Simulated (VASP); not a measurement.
SnClF, 6 atoms in the cell. Symmetry: P4/nmm, No. 129, tetragonal system. The conventional cell has a = 3.971 Å, b = 3.971 Å, c = 7.314 Å, α = 90.00°, β = 90.00°, γ = 90.00°. Sn (site symmetry 4mm) has 4 F at 2.48 Å and 5 Cl at 3.00 to 3.27 Å within 3.3 Å. Cl (site symmetry 4mm) has 6 Sn at 3.00 to 4.04 Å and 4 F at 3.23 Å and 8 Cl at 3.57 to 3.97 Å within 4.1 Å. Within 3.3 Å of F (site symmetry -4m2) lie 4 Sn at 2.48 Å and 4 F at 2.81 Å and 4 Cl at 3.23 Å.  This cell differs from its parent crystal: strain +0.0100 x Voigt [0, 0, 1, 0, 0, 0].

| Quantity | Value |
| --- | --- |
| Program | VASP 6.6.1 |
| Task | single point |
| Functional | PBEsol |
| Potentials or basis | VASP PAW PBE potentials, release 64 (Sn_d, Cl, F) |
| Cutoff | 520 eV |
| k mesh | 8 × 8 × 4 |
| Occupations | gaussian, width 0.05 eV |
| Spin | no spin polarisation |
| Dipole correction | no |
| Further INCAR settings | ALGO = Normal; EDIFF = 1e-06; NBANDS = 37 |

Potentials or basis: VASP PAW PBE potentials, release 64 (Sn_d, Cl, F).

The run is started by

```sh
$ cat potpaw_PBE.64/Sn_d/POTCAR potpaw_PBE.64/Cl/POTCAR potpaw_PBE.64/F/POTCAR > POTCAR
$ mpirun -np 1 vasp_std > vasp.out
```

Hardware: 1 thread of AMD EPYC 9R45 96-Core Processor (Zen 5), with other jobs on the host.

Question: How long does it take, and how much memory?

Answer: Wall time 97 s on 1 thread of AMD EPYC 9R45 96-Core Processor (Zen 5) (shared host), peak memory 0.27 GiB. Counts: scf iterations 14, k points 45.
